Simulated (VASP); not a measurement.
Runs of VASP 6.6.1 on Ti4C. The structure is that of space group P6/mmm (No. 191), or close to it. The cells are those of the table. The cell was built from a structure type or drawn by symmetry, and may not be a known phase.

```tsv
task	spin	cell	k mesh	cutoff (eV)	gap on the mesh (eV)	pressure (GPa)
single point	off	a = 4.019, b = 4.019, c = 5.991 Å, angles 90.0, 90.0, 120.0°, 5 atoms	6 × 6 × 4	520	none	45.5
single point	collinear	a = 4.954, b = 4.954, c = 3.909 Å, angles 90.0, 90.0, 120.0°, 5 atoms	6 × 6 × 4	520	none	-0.2
single point	off	a = 4.939, b = 4.939, c = 3.919 Å, angles 90.0, 90.0, 120.0°, 5 atoms	12 × 12 × 10	520	none	(a)
relaxation of cell and atoms	off	relaxed from a = 4.019, b = 4.019, c = 5.991 Å, angles 90.0, 90.0, 120.0°, 5 atoms	6 × 6 × 4	600	none	0.1
single point	off	a = 4.954, b = 4.954, c = 3.909 Å, angles 90.0, 90.0, 120.0°, 5 atoms	6 × 6 × 4	520	none	-0.2
```

Alike in all rows: level PBE; potentials or basis VASP PAW PBE potentials, release 64 (Ti_sv, C); smearing gaussian 0.1 eV.

Task: Fill in the values left out.

Result: (a) 0.0.

Caveats: some runs use coarse meshes; atoms lie so close that the PAW spheres overlap strongly, which falsifies energies and pressures (at least some runs); the cell stands under pressure (at least some runs); a cell axis changed by over 15 % at a fixed basis, so the end point is rough (at least some runs).

A gap of «none» marks levels without a gap at the run's occupations.
